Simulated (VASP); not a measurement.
# Zr (Im-3m) in VASP: notebook

The runs below take Zr through electric field gradients, with LDA, PBEsol, r2SCAN, PBE.

Program: VASP 6.6.1. These are calculated values, not measurements. Logs are shortened: lines on timing, memory, paths and dates and some standing lists are left out, and cuts for length are marked.

## Step 1: The cell of the first run

It takes space group Im-3m (No. 229, cubic). The conventional cell has a = 3.620 Å, b = 3.620 Å, c = 3.620 Å, α = 90.00°, β = 90.00°, γ = 90.00°. Within 4.1 Å of Zr (site symmetry m-3m) lie 14 Zr at 3.14 to 3.62 Å.

This isn't the form of Zr at room conditions, which is hcp.

## Step 2: Electric field gradients, LDA

The input, INCAR:

```
SYSTEM = Zr
PREC = Accurate
ENCUT = 520
EDIFF = 1E-8
ISMEAR = -1
SIGMA = 0.03
LREAL = .FALSE.
LASPH = .TRUE.
NELM = 60
ALGO = Normal
ISIF = 2
LWAVE = .FALSE.
LCHARG = .FALSE.
GGA = CA
LEFG = .TRUE.
NBANDS = 12
```

The input, KPOINTS:

```
regular mesh
0
G
  16 16 16
  0 0 0
```

The input, POSCAR:

```
Zr
1.0
   -1.8100000000      1.8100000000      1.8100000000
    1.8100000000     -1.8100000000      1.8100000000
    1.8100000000      1.8100000000     -1.8100000000
Zr
1
Direct
    0.0000000000      0.0000000000      0.0000000000
```

Potentials or basis: VASP PAW LDA potentials, release 64 (Zr_sv).

Command:

```
$ cat potpaw_LDA.64/Zr_sv/POTCAR > POTCAR
$ mpirun -np 1 vasp_std > vasp.out
```

OUTCAR:

```text
SYSTEM = Zr
   PREC = Accurate
   ENCUT = 520
   EDIFF = 1E-8
   ISMEAR = -1
   LREAL = .FALSE.
   LASPH = .TRUE.
   NELM = 60
   ISIF = 2
   GGA = CA

 ion  position               nearest neighbor table
   1  0.000  0.000  0.000-

  LATTYP: Found a body centered cubic cell.
 ALAT       =     3.6200000000

  Lattice vectors:

 A1 = (  -1.8100000000,   1.8100000000,   1.8100000000)
 A2 = (   1.8100000000,  -1.8100000000,   1.8100000000)
 A3 = (   1.8100000000,   1.8100000000,  -1.8100000000)

Analysis of symmetry for initial positions (statically):
=====================================================================
 Subroutine PRICEL returns:
 Original cell was already a primitive cell.

 Routine SETGRP: Setting up the symmetry group for a
 body centered cubic supercell.

 Subroutine GETGRP returns: Found 48 space group operations
 (whereof 48 operations were pure point group operations)
 out of a pool of 48 trial point group operations.

The static configuration has the point symmetry O_h .

Analysis of symmetry for dynamics (positions and initial velocities):
=====================================================================
 Subroutine PRICEL returns:
 Original cell was already a primitive cell.

 Routine SETGRP: Setting up the symmetry group for a
 body centered cubic supercell.

 Subroutine GETGRP returns: Found 48 space group operations
 (whereof 48 operations were pure point group operations)
 out of a pool of 48 trial point group operations.

The dynamic configuration has the point symmetry O_h .

 Subroutine INISYM returns: Found 48 space group operations
 (whereof 48 operations are pure point group operations),
 and found     1 'primitive' translations

----------------------------------------------------------------------------------------

                                     Primitive cell

  volume of cell :      23.7190

  direct lattice vectors                    reciprocal lattice vectors
    -1.810000000  1.810000000  1.810000000     0.000000000  0.276243094  0.276243094
     1.810000000 -1.810000000  1.810000000     0.276243094  0.000000000  0.276243094
     1.810000000  1.810000000 -1.810000000     0.276243094  0.276243094  0.000000000

  length of vectors
     3.135011962  3.135011962  3.135011962     0.390666730  0.390666730  0.390666730

  position of ions in fractional coordinates (direct lattice)
     0.000000000  0.000000000  0.000000000

  ion indices of the primitive-cell ions
   primitive index   ion index
                 1           1

----------------------------------------------------------------------------------------

 KPOINTS: regular mesh

Automatic generation of k-mesh.
 Grid dimensions read from file:
 generate k-points for:   16   16   16

 Generating k-lattice:

  Cartesian coordinates                     Fractional coordinates (reciprocal lattice)
     0.000000000  0.017265193  0.017265193     0.062500000  0.000000000  0.000000000
     0.017265193  0.000000000  0.017265193     0.000000000  0.062500000  0.000000000
     0.017265193  0.017265193  0.000000000     0.000000000  0.000000000  0.062500000

  Length of vectors
     0.024416671  0.024416671  0.024416671

  Shift w.r.t. Gamma in fractional coordinates (k-lattice)
     0.000000000  0.000000000  0.000000000

 Subroutine IBZKPT returns following result:
 ===========================================

 Found    145 irreducible k-points:

 Following reciprocal coordinates:
            Coordinates               Weight
  0.000000  0.000000  0.000000      1.000000
  0.062500  0.000000  0.000000     12.000000
  0.125000  0.000000  0.000000     12.000000
  0.187500  0.000000  0.000000     12.000000
  0.250000  0.000000  0.000000     12.000000
  0.312500  0.000000  0.000000     12.000000
[... 16 lines left out ...]
  0.187500  0.187500  0.000000     24.000000
  0.250000  0.187500 -0.000000     48.000000
 [... further k-points ...]
   k-points           NKPTS =    145   k-points in BZ     NKDIM =    145   number of bands    NBANDS=     12
   number of dos      NEDOS =    301   number of ions     NIONS =      1
   total plane-waves  NPLWV =  13824
   dimension x,y,z NGX =    24 NGY =   24 NGZ =   24
   dimension x,y,z NGXF=    48 NGYF=   48 NGZF=   48
   ions per type =               1
   NGX,Y,Z   is equivalent  to a cutoff of  12.73, 12.73, 12.73 a.u.
   NGXF,Y,Z  is equivalent  to a cutoff of  25.45, 25.45, 25.45 a.u.
 SYSTEM =  Zr
   PREC   = accura    normal or accurate (medium, high low for compatibility)
   ISTART =      0    job   : 0-new  1-cont  2-samecut
   ICHARG =      2    charge: 1-file 2-atom 10-const
   ISPIN  =      1    spin polarized calculation?
   LNONCOLLINEAR =      F non collinear calculations
   LSORBIT =      F    spin-orbit coupling
   LASPH  =      T    aspherical Exc in radial PAW
   ENCUT  =  520.0 eV  38.22 Ry    6.18 a.u.   5.83  5.83  5.83*2*pi/ulx,y,z
   NELM   =     60;   NELMIN=  2; NELMDL= -5     # of ELM steps
   EDIFF  = 0.1E-07   stopping-criterion for ELM
   LREAL  =      F    real-space projection
   EDIFFG = 0.1E-06   stopping-criterion for IOM
   NSW    =      0    number of steps for IOM
   IBRION =     -1    ionic relax: 0-MD 1-quasi-New 2-CG
   NFREE  =      0    steps in history (QN), initial steepest desc. (CG)
   ISIF   =      2    stress and relaxation
   ISYM   =      2    0-nonsym 1-usesym 2-fastsym
   POTIM  = 0.5000    time-step for ionic-motion
   TEBEG  =    0.0;   TEEND  =   0.0 temperature during run
   PSTRESS=    0.0 pullay stress
   NELECT =      12.0000    total number of electrons
   NUPDOWN=      -1.0000    fix difference up-down
   EMIN   =  10.00;   EMAX   =-10.00  energy-range for DOS
   EFERMI =   0.00;   METHOD = LEGACY
   ISMEAR =    -1;   SIGMA  =   0.03  broadening in eV -4-tet -1-fermi 0-gaus
   EFERMI_NEDOS =   21; number of points for ismear=-14 and -15
   IALGO  =     38    algorithm
   IMIX   =      4    mixing-type and parameters
     AMIX     =   0.40;   BMIX     =  1.00
     AMIX_MAG =   1.60;   BMIX_MAG =  1.00
  volume/ion in A,a.u.               =      23.72       160.06
  Fermi-wavevector in a.u.,A,eV,Ry     =   1.304478  2.465105 23.152520  1.701662
  Thomas-Fermi vector in A             =   2.435411
   LORBIT       =      0    0 simple, 1 ext, 2 COOP (PROOUT), +10 PAW based schemes
   GGA     = CA    functional components
   LHFCALC =     F    Hartree Fock is set to
   AEXX    =    0.0000 exact exchange contribution
   IVDW    =     0    specifies the selected vdW correction
   LEPSILON=     F    determine dielectric tensor
   LRPA    =     F    only Hartree local field effects (RPA)
 non-spin polarized calculation
  energy-cutoff  :      520.00
  volume of cell :       23.72
 maximum number of plane-waves:       682
   NGX = 11   NGY = 11   NGZ = 11

 number of electron      12.0000000 magnetization

 Free energy of the ion-electron system (eV)
  ---------------------------------------------------
  ext. energy  EPLUGINS =         0.00000000
  ---------------------------------------------------
  free energy    TOTEN  =        -9.16720173 eV

  energy without entropy =       -9.16089720  energy(sigma->0) =       -9.16404947

 E-fermi :   8.3085     XC(G=0): -11.2050

 val. band max:        8.3031581101   @ k =  -0.3750  -0.4375   0.0625
 cond. band min:       8.3236554190   @ k =   0.1875   0.1875   0.0000
 fundamental gap:      0.0204973090
 Fermi energy:         8.3084935335

 k-point     1 :       0.0000    0.0000    0.0000
  band No.  band energies     occupation
      1     -39.9478      2.00000
      2     -17.6215      2.00000
      3     -17.6215      2.00000
      4     -17.6215      2.00000
      5       2.9931      2.00000
      6       9.3768      0.00000
      7       9.3768      0.00000
      8       9.3768      0.00000
      9      11.8138      0.00000
     10      11.8138      0.00000
     11      20.6771      0.00000
     12      20.6771      0.00000

 k-point     2 :       0.0625    0.0000    0.0000
  band No.  band energies     occupation
      1     -39.9424      2.00000
      2     -17.6592      2.00000
      3     -17.6330      2.00000
      4     -17.6217      2.00000
      5       3.1242      2.00000
      6       9.2907      0.00000
      7       9.3502      0.00000
      8       9.5031      0.00000
      9      11.6796      0.00000
     10      11.8132      0.00000
     11      20.7907      0.00000
     12      20.9127      0.00000

 k-point     3 :       0.1250    0.0000    0.0000
  band No.  band energies     occupation
      1     -39.9270      2.00000
      2     -17.7654      2.00000
      3     -17.6659      2.00000
      4     -17.6224      2.00000
      5       3.5005      2.00000
      6       9.0580      0.00000
      7       9.2343      0.00000
      8       9.8767      0.00000
      9      11.4226      0.00000
     10      11.8202      0.00000
     11      21.0481      0.00000
     12      21.5906      0.00000
[... 286 lines left out ...]
 k-point    23 :       0.1875    0.1875    0.0000
  band No.  band energies     occupation
      1     -39.8425      2.00000
      2     -18.2550      2.00000
      3     -17.8432      2.00000
      4     -17.6887      2.00000
      5       5.6404      2.00000
      6       8.0292      1.99982
      7       8.3237      0.75255
      8      11.1337      0.00000
      9      12.3610      0.00000
     10      12.7486      0.00000
     11      20.1583      0.00000
     12      21.5690      0.00000

 k-point    24 :       0.2500    0.1875   -0.0000
  band No.  band energies     occupation
      1     -39.8208      2.00000
      2     -18.3475      2.00000
      3     -17.9204      2.00000
      4     -17.7009      2.00000
      5       6.1242      2.00000
      6       7.8198      2.00000
      7       8.3257      0.72028
      8      11.3186      0.00000
      9      12.4370      0.00000
     10      13.8081      0.00000
     11      19.1715      0.00000
     12      20.8233      0.00000

 [... further k-points ...]

------------------------ aborting loop because EDIFF is reached ----------------------------------------

  FORCE on cell =-STRESS in cart. coord.  units (eV):
  Direction    XX          YY          ZZ          XY          YZ          ZX
  --------------------------------------------------------------------------------------
  -------------------------------------------------------------------------------------
  Total       -1.4047297     -1.4047297     -1.4047297      0.0000000      0.0000000      0.0000000
  in kB      -94.8871968    -94.8871968    -94.8871968      0.0000000      0.0000000      0.0000000
  external PRESSURE =     -94.8871968 kB  Pullay stress =       0.0000000 kB

 VOLUME and BASIS-vectors are now :
 -----------------------------------------------------------------------------
  energy-cutoff  :      520.00
  volume of cell :       23.72
      direct lattice vectors                 reciprocal lattice vectors
    -1.810000000  1.810000000  1.810000000     0.000000000  0.276243094  0.276243094
     1.810000000 -1.810000000  1.810000000     0.276243094  0.000000000  0.276243094
     1.810000000  1.810000000 -1.810000000     0.276243094  0.276243094  0.000000000

 POSITION                                       TOTAL-FORCE (eV/Angst)
 -----------------------------------------------------------------------------------
      0.00000      0.00000      0.00000        -0.000000      0.000000      0.000000
 -----------------------------------------------------------------------------------
    total drift:                                0.000000      0.000000      0.000000

  FREE ENERGIE OF THE ION-ELECTRON SYSTEM (eV)
  ---------------------------------------------------
  free  energy   TOTEN  =        -9.1672017336 eV

  energy  without entropy=       -9.1608972045  energy(sigma->0) =       -9.16404947

 Electric field gradients (V/A^2)
---------------------------------------------------------------------
 ion       V_xx      V_yy      V_zz      V_xy      V_xz      V_yz
---------------------------------------------------------------------
   1      -0.000    -0.000    -0.000    -0.000    -0.000    -0.000
---------------------------------------------------------------------

 Electric field gradients after diagonalization (V/A^2)
 (convention: |V_zz| > |V_xx| > |V_yy|)
----------------------------------------------------------------------
 ion       V_xx      V_yy      V_zz     asymmetry (V_yy - V_xx)/ V_zz
----------------------------------------------------------------------
   1       0.000     0.000    -0.000       0.000
----------------------------------------------------------------------

           NMR quadrupolar parameters

 Cq : quadrupolar parameter    Cq=e*Q*V_zz/h
 eta: asymmetry parameters     (V_yy - V_xx)/ V_zz
 Q  : nuclear electric quadrupole moment in mb (millibarn)
----------------------------------------------------------------------
 ion       Cq(MHz)       eta       Q (mb)
----------------------------------------------------------------------
   1      -0.000       0.000       1.000
----------------------------------------------------------------------
```

Run time: 30 s. Hardware: 1 thread of Intel Xeon 8259CL, shared host; peak memory 0.16 GiB.

What came out:

| Property | Result |
| --- | --- |
| Free energy | -9.1672 eV |
| Pressure | -9.5 GPa |
| Band gap on the k mesh | zero (bands 6 and 7 overlap by 1.78 eV) |
| Largest electric field gradient by atom | zero within the noise of the run |

Caveat: the cell stands under tension.

## Step 3: Electric field gradients, PBEsol

The input, INCAR:

```
  PREC = Accurate
  ENCUT = 520
  EDIFF = 1E-8
  ISMEAR = -1
  SIGMA = 0.03
  LREAL = F
  LASPH = T
  NELM = 100
  ALGO = Normal
  ISIF = 2
  LWAVE = F
  LCHARG = F
  GGA = PS
  LEFG = T
  NBANDS = 12
```

The input, KPOINTS:

```
Automatic mesh
0
Gamma
  16 16 16
```

POSCAR is that of step 2.

Potentials or basis: VASP PAW PBE potentials, release 64 (Zr_sv).

Command:

```
$ cat potpaw_PBE.64/Zr_sv/POTCAR > POTCAR
$ mpirun -np 1 vasp_std > vasp.out
```

OUTCAR:

```text
PREC = Accurate
   ENCUT = 520
   EDIFF = 1E-8
   ISMEAR = -1
   LREAL = F
   LASPH = T
   NELM = 100
   ISIF = 2
   GGA = PS

 ion  position               nearest neighbor table
   1  0.000  0.000  0.000-

  LATTYP: Found a body centered cubic cell.
 ALAT       =     3.6200000000

  Lattice vectors:

 A1 = (  -1.8100000000,   1.8100000000,   1.8100000000)
 A2 = (   1.8100000000,  -1.8100000000,   1.8100000000)
[... 565 lines left out ...]
    total drift:                                0.000000      0.000000     -0.000000

  FREE ENERGIE OF THE ION-ELECTRON SYSTEM (eV)
  ---------------------------------------------------
  free  energy   TOTEN  =        -8.9758875655 eV

  energy  without entropy=       -8.9695770444  energy(sigma->0) =       -8.97273230

 Electric field gradients (V/A^2)
---------------------------------------------------------------------
 ion       V_xx      V_yy      V_zz      V_xy      V_xz      V_yz
---------------------------------------------------------------------
   1      -0.000    -0.000    -0.000    -0.000    -0.000    -0.000
---------------------------------------------------------------------

 Electric field gradients after diagonalization (V/A^2)
 (convention: |V_zz| > |V_xx| > |V_yy|)
----------------------------------------------------------------------
 ion       V_xx      V_yy      V_zz     asymmetry (V_yy - V_xx)/ V_zz
----------------------------------------------------------------------
   1       0.000     0.000    -0.000       0.000
----------------------------------------------------------------------

           NMR quadrupolar parameters

 Cq : quadrupolar parameter    Cq=e*Q*V_zz/h
 eta: asymmetry parameters     (V_yy - V_xx)/ V_zz
 Q  : nuclear electric quadrupole moment in mb (millibarn)
----------------------------------------------------------------------
 ion       Cq(MHz)       eta       Q (mb)
----------------------------------------------------------------------
   1      -0.000       0.000       1.000
----------------------------------------------------------------------
```

stdout:

```text
POSCAR found type information on POSCAR Zr
 POSCAR found :  1 types and       1 ions
 scaLAPACK will be used
 -----------------------------------------------------------------------------
|                                                                             |
|                                                                             |
|     You enforced a specific xc type in the INCAR file but a different       |
|     I HOPE YOU KNOW WHAT YOU ARE DOING!                                     |
|                                                                             |
 -----------------------------------------------------------------------------

 LDA part: xc-table for (Slater+PW92), standard interpolation
 POSCAR, INCAR and KPOINTS ok, starting setup
 FFT: planning ... GRIDC
 FFT: planning ... GRID_SOFT
 FFT: planning ... GRID
 WAVECAR not read
 entering main loop
ion   1
```

It took 39 s on 1 thread of Intel Xeon 8259CL, shared host; peak memory 0.17 GiB.

What came out:

```
Free energy                             : -8.9759 eV
Pressure                                : -6.7 GPa
Band gap on the k mesh                  : zero (bands 6 and 7 overlap by 1.82 eV)
Largest electric field gradient by atom : zero within the noise of the run
```

Caveat: the cell stands under tension; the PAW data sets were made with another functional, which shifts forces and pressure a little.

[end of part 1 of 2]
